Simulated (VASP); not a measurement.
# YZr2 (P4_2/nmc) in VASP: single point with PBE

Aim: the single point of YZr2 with PBE.

Program: VASP 6.6.1. These are calculated values, not measurements. Logs are shortened: lines on timing, memory, paths and dates and some standing lists are left out, and cuts for length are marked.

**1. The cell of the first run**

The structure is tetragonal, space group P4_2/nmc (No. 137). The conventional cell has a = 3.800 Å, b = 3.800 Å, c = 11.968 Å, α = 90.00°, β = 90.00°, γ = 90.00°. Within 4.2 Å of Y (site symmetry -4m2) lie 8 Zr at 3.18 to 3.92 Å and 4 Y at 3.80 Å. Zr (site symmetry 2mm) has 8 Zr at 2.83 to 3.80 Å and 4 Y at 3.18 to 3.92 Å within 4.0 Å.

**2. Single point, PBE**

Contents of INCAR:

```
SYSTEM = YZr2
PREC     = Accurate       ! precision mode
ENCUT    = 520            ! plane-wave cutoff, eV
EDIFF    = 1E-7           ! SCF threshold, eV
ISMEAR   = 0              ! smearing method
SIGMA    = 0.1            ! smearing width, eV
LREAL    = .False.        ! projectors in reciprocal space
LASPH    = .True.         ! aspherical terms in the spheres
NELM     = 100            ! most SCF steps
ALGO     = Fast           ! electronic algorithm
ISIF     = 2              ! what is computed and relaxed
LWAVE    = .False.        ! write WAVECAR
LCHARG   = .True.         ! write CHGCAR
GGA      = PE             ! functional
LELF     = .True.         ! ELF
LVHAR    = .True.       
NBANDS   = 44             ! bands
```

Contents of KPOINTS:

```
Automatic mesh
0
Gamma
  6 6 2
  0 0 0
```

Contents of POSCAR:

```
YZr2
1.0
    3.7997422884      0.0000000000      0.0000000000
    0.0000000000      3.7997422884      0.0000000000
    0.0000000000      0.0000000000     11.9679818608
Y Zr
2 4
Direct
    0.0000000000      0.0000000000      0.0000000000
    0.5000000000      0.5000000000      0.5000000000
    0.0000000000      0.5000000000      0.2133404385
    0.0000000000      0.5000000000      0.7133404385
    0.5000000000      0.0000000000      0.2866595615
    0.5000000000      0.0000000000      0.7866595615
```

Potentials or basis: VASP PAW PBE potentials, release 64 (Y_sv, Zr_sv).

Run with:

```sh
cat potpaw_PBE.64/Y_sv/POTCAR potpaw_PBE.64/Zr_sv/POTCAR > POTCAR
mpirun -np 1 vasp_std > vasp.out
```

OUTCAR:

```text
SYSTEM = YZr2
   PREC = Accurate
   ENCUT = 520
   EDIFF = 1E-7
   ISMEAR = 0
   LREAL = .False.
   LASPH = .True.
   NELM = 100
   ISIF = 2
   GGA = PE

 ion  position               nearest neighbor table
   1  0.000  0.000  0.000-   3 3.18   6 3.18   3 3.18   6 3.18   5 3.92   4 3.92   5 3.92   4 3.92

   2  0.500  0.500  0.500-   4 3.18   5 3.18   5 3.18   4 3.18   3 3.92   6 3.92   3 3.92   6 3.92

   3  0.000  0.500  0.213-   5 2.83   5 2.83   5 2.83   5 2.83   1 3.18   1 3.18   2 3.92   2 3.92

   4  0.000  0.500  0.713-   6 2.83   6 2.83   6 2.83   6 2.83   2 3.18   2 3.18   1 3.92   1 3.92

   5  0.500  0.000  0.287-   3 2.83   3 2.83   3 2.83   3 2.83   2 3.18   2 3.18   1 3.92   1 3.92

   6  0.500  0.000  0.787-   4 2.83   4 2.83   4 2.83   4 2.83   1 3.18   1 3.18   2 3.92   2 3.92

  LATTYP: Found a simple tetragonal cell.
 ALAT       =     3.7997422884
 C/A-ratio  =     3.1496825186

  Lattice vectors:

 A1 = (   3.7997422884,   0.0000000000,   0.0000000000)
 A2 = (   0.0000000000,   3.7997422884,   0.0000000000)
 A3 = (   0.0000000000,   0.0000000000,  11.9679818608)

Analysis of symmetry for initial positions (statically):
=====================================================================
 Subroutine PRICEL returns:
 Original cell was already a primitive cell.

 Routine SETGRP: Setting up the symmetry group for a
 simple tetragonal supercell.

 Subroutine GETGRP returns: Found 16 space group operations
 (whereof  8 operations were pure point group operations)
 out of a pool of 16 trial point group operations.

The static configuration has the point symmetry D_2d.
 The point group associated with its full space group is D_4h.

Analysis of symmetry for dynamics (positions and initial velocities):
=====================================================================
 Subroutine PRICEL returns:
 Original cell was already a primitive cell.

 Routine SETGRP: Setting up the symmetry group for a
 simple tetragonal supercell.

 Subroutine GETGRP returns: Found 16 space group operations
 (whereof  8 operations were pure point group operations)
 out of a pool of 16 trial point group operations.

The dynamic configuration has the point symmetry D_2d.
 The point group associated with its full space group is D_4h.

 Subroutine INISYM returns: Found 16 space group operations
 (whereof  8 operations are pure point group operations),
 and found     1 'primitive' translations

----------------------------------------------------------------------------------------

                                     Primitive cell

  volume of cell :     172.7942

  direct lattice vectors                    reciprocal lattice vectors
     3.799742288  0.000000000  0.000000000     0.263175743  0.000000000  0.000000000
     0.000000000  3.799742288  0.000000000     0.000000000  0.263175743  0.000000000
     0.000000000  0.000000000 11.967981861     0.000000000  0.000000000  0.083556276

  length of vectors
     3.799742288  3.799742288 11.967981861     0.263175743  0.263175743  0.083556276

  position of ions in fractional coordinates (direct lattice)
     0.000000000  0.000000000  0.000000000
     0.500000000  0.500000000  0.500000000
     0.000000000  0.500000000  0.213340438
     0.000000000  0.500000000  0.713340438
     0.500000000  0.000000000  0.286659562
     0.500000000  0.000000000  0.786659562

  ion indices of the primitive-cell ions
   primitive index   ion index
                 1           1
                 2           2
                 3           3
                 4           4
                 5           5
                 6           6

----------------------------------------------------------------------------------------

 KPOINTS: Automatic mesh

Automatic generation of k-mesh.
 Grid dimensions read from file:
 generate k-points for:    6    6    2

 Generating k-lattice:

  Cartesian coordinates                     Fractional coordinates (reciprocal lattice)
     0.043862624  0.000000000  0.000000000     0.166666667  0.000000000  0.000000000
     0.000000000  0.043862624  0.000000000     0.000000000  0.166666667  0.000000000
     0.000000000  0.000000000  0.041778138     0.000000000  0.000000000  0.500000000

  Length of vectors
     0.043862624  0.043862624  0.041778138

  Shift w.r.t. Gamma in fractional coordinates (k-lattice)
     0.000000000  0.000000000  0.000000000

 Subroutine IBZKPT returns following result:
 ===========================================

 Found     20 irreducible k-points:

 Following reciprocal coordinates:
            Coordinates               Weight
  0.000000  0.000000  0.000000      1.000000
  0.166667  0.000000  0.000000      4.000000
  0.333333  0.000000  0.000000      4.000000
  0.500000  0.000000  0.000000      2.000000
  0.166667  0.166667  0.000000      4.000000
  0.333333  0.166667  0.000000      8.000000
[... 12 lines left out ...]
  0.500000  0.333333  0.500000      4.000000
  0.500000  0.500000  0.500000      1.000000
   k-points           NKPTS =     20   k-points in BZ     NKDIM =     20   number of bands    NBANDS=     44
   number of dos      NEDOS =    301   number of ions     NIONS =      6
   total plane-waves  NPLWV =  70560
   dimension x,y,z NGX =    28 NGY =   28 NGZ =   90
   dimension x,y,z NGXF=    56 NGYF=   56 NGZF=  180
   ions per type =               2   4
   NGX,Y,Z   is equivalent  to a cutoff of  12.25, 12.25, 12.50 a.u.
   NGXF,Y,Z  is equivalent  to a cutoff of  24.50, 24.50, 25.00 a.u.
 SYSTEM =  YZr2
   PREC   = accura    normal or accurate (medium, high low for compatibility)
   ISTART =      0    job   : 0-new  1-cont  2-samecut
   ICHARG =      2    charge: 1-file 2-atom 10-const
   ISPIN  =      1    spin polarized calculation?
   LNONCOLLINEAR =      F non collinear calculations
   LSORBIT =      F    spin-orbit coupling
   LASPH  =      T    aspherical Exc in radial PAW
   ENCUT  =  520.0 eV  38.22 Ry    6.18 a.u.   7.07  7.07 22.25*2*pi/ulx,y,z
   NELM   =    100;   NELMIN=  2; NELMDL= -5     # of ELM steps
   EDIFF  = 0.1E-06   stopping-criterion for ELM
   LREAL  =      F    real-space projection
   EDIFFG = 0.1E-05   stopping-criterion for IOM
   NSW    =      0    number of steps for IOM
   IBRION =     -1    ionic relax: 0-MD 1-quasi-New 2-CG
   NFREE  =      0    steps in history (QN), initial steepest desc. (CG)
   ISIF   =      2    stress and relaxation
   ISYM   =      2    0-nonsym 1-usesym 2-fastsym
   POTIM  = 0.5000    time-step for ionic-motion
   TEBEG  =    0.0;   TEEND  =   0.0 temperature during run
   PSTRESS=    0.0 pullay stress
   NELECT =      70.0000    total number of electrons
   NUPDOWN=      -1.0000    fix difference up-down
   EMIN   =  10.00;   EMAX   =-10.00  energy-range for DOS
   EFERMI =   0.00;   METHOD = LEGACY
   ISMEAR =     0;   SIGMA  =   0.10  broadening in eV -4-tet -1-fermi 0-gaus
   EFERMI_NEDOS =   21; number of points for ismear=-14 and -15
   IALGO  =     68    algorithm
   IMIX   =      4    mixing-type and parameters
     AMIX     =   0.40;   BMIX     =  1.00
     AMIX_MAG =   1.60;   BMIX_MAG =  1.00
  volume/ion in A,a.u.               =      28.80       194.35
  Fermi-wavevector in a.u.,A,eV,Ry     =   1.211335  2.289092 19.964287  1.467334
  Thomas-Fermi vector in A             =   2.346854
   LORBIT       =      0    0 simple, 1 ext, 2 COOP (PROOUT), +10 PAW based schemes
   GGA     = PE    functional components
   LHFCALC =     F    Hartree Fock is set to
   AEXX    =    0.0000 exact exchange contribution
   IVDW    =     0    specifies the selected vdW correction
   LEPSILON=     F    determine dielectric tensor
   LRPA    =     F    only Hartree local field effects (RPA)
 non-spin polarized calculation
 RMM-DIIS sequential band-by-band and
 Gauss-broadening in eV      SIGMA  =   0.10
  energy-cutoff  :      520.00
  volume of cell :      172.79
 maximum number of plane-waves:      4696
   NGX = 15   NGY = 15   NGZ = 45

 number of electron      69.9999998 magnetization

 Free energy of the ion-electron system (eV)
  ---------------------------------------------------
  ext. energy  EPLUGINS =         0.00000000
  ---------------------------------------------------
  free energy    TOTEN  =       -42.83367100 eV

  energy without entropy =      -42.77239119  energy(sigma->0) =      -42.80303109

 E-fermi :   5.4830     XC(G=0):  -9.9170

 val. band max:        5.4794417759   @ k =   0.1667   0.0000   0.0000
 cond. band min:       5.4830075258   @ k =   0.5000   0.3333   0.0000
 fundamental gap:      0.0035657499
 Fermi energy:         5.4829948661

 k-point     1 :       0.0000    0.0000    0.0000
  band No.  band energies     occupation
      1     -43.0307      2.00000
      2     -43.0305      2.00000
      3     -42.6529      2.00000
      4     -42.6527      2.00000
      5     -37.3908      2.00000
      6     -37.3906      2.00000
[... 36 lines left out ...]
     43       7.0062      0.00000
     44       7.0062      0.00000

 k-point     2 :       0.1667    0.0000    0.0000
  band No.  band energies     occupation
      1     -43.0047      2.00000
      2     -43.0045      2.00000
      3     -42.6775      2.00000
      4     -42.6773      2.00000
      5     -37.3884      2.00000
      6     -37.3882      2.00000
[... 36 lines left out ...]
     43       7.3220      0.00000
     44       7.5508      0.00000

 k-point     3 :       0.3333    0.0000    0.0000
  band No.  band energies     occupation
      1     -42.9342      2.00000
      2     -42.9340      2.00000
      3     -42.7452      2.00000
      4     -42.7449      2.00000
      5     -37.3834      2.00000
      6     -37.3833      2.00000
[... 788 lines left out ...]
     43       7.3958      0.00000
     44       7.4088      0.00000

 k-point    20 :       0.5000    0.5000    0.5000
  band No.  band energies     occupation
      1     -42.8318      2.00000
      2     -42.8318      2.00000
      3     -42.8318      2.00000
      4     -42.8318      2.00000
      5     -37.3711      2.00000
      6     -37.3711      2.00000
[... 36 lines left out ...]
     43       7.4135      0.00000
     44       7.6178      0.00000

------------------------ aborting loop because EDIFF is reached ----------------------------------------

  FORCE on cell =-STRESS in cart. coord.  units (eV):
  Direction    XX          YY          ZZ          XY          YZ          ZX
  --------------------------------------------------------------------------------------
  -------------------------------------------------------------------------------------
  Total       -0.1498670     -0.1498670      0.2560078      0.0000000     -0.0000000      0.0000000
  in kB       -1.3895925     -1.3895925      2.3737476      0.0000000     -0.0000000      0.0000000
  external PRESSURE =      -0.1351458 kB  Pullay stress =       0.0000000 kB

 VOLUME and BASIS-vectors are now :
 -----------------------------------------------------------------------------
  energy-cutoff  :      520.00
  volume of cell :      172.79
      direct lattice vectors                 reciprocal lattice vectors
     3.799742288  0.000000000  0.000000000     0.263175743  0.000000000  0.000000000
     0.000000000  3.799742288  0.000000000     0.000000000  0.263175743  0.000000000
     0.000000000  0.000000000 11.967981861     0.000000000  0.000000000  0.083556276

 POSITION                                       TOTAL-FORCE (eV/Angst)
 -----------------------------------------------------------------------------------
      0.00000      0.00000      0.00000         0.000000      0.000000     -0.000000
      1.89987      1.89987      5.98399         0.000000      0.000000     -0.000000
      0.00000      1.89987      2.55325         0.000000      0.000000     -0.009094
      0.00000      1.89987      8.53725         0.000000      0.000000     -0.009094
      1.89987      0.00000      3.43074        -0.000000      0.000000      0.009094
      1.89987      0.00000      9.41473         0.000000     -0.000000      0.009094
 -----------------------------------------------------------------------------------
    total drift:                               -0.000000     -0.000000      0.000000

  FREE ENERGIE OF THE ION-ELECTRON SYSTEM (eV)
  ---------------------------------------------------
  free  energy   TOTEN  =       -42.8336709971 eV

  energy  without entropy=      -42.7723911882  energy(sigma->0) =      -42.80303109
```

Run time: 7.1 min. Hardware: 1 thread of Intel Xeon Platinum 8488C (Sapphire Rapids), shared host; peak memory 0.34 GiB.

Results:

| Quantity | Value |
| --- | --- |
| Free energy | -42.8337 eV |
| Pressure | 0.0 GPa |
| Largest force | 0.009 eV/Å |
| Band gap on the k mesh | zero (bands 35 and 36 overlap by 0.94 eV) |

Forces on the atoms (eV/Å):
```
Y    0.000  0.000  0.000
Y    0.000  0.000  0.000
Zr   0.000  0.000 -0.009
Zr   0.000  0.000 -0.009
Zr   0.000  0.000  0.009
Zr   0.000  0.000  0.009
```
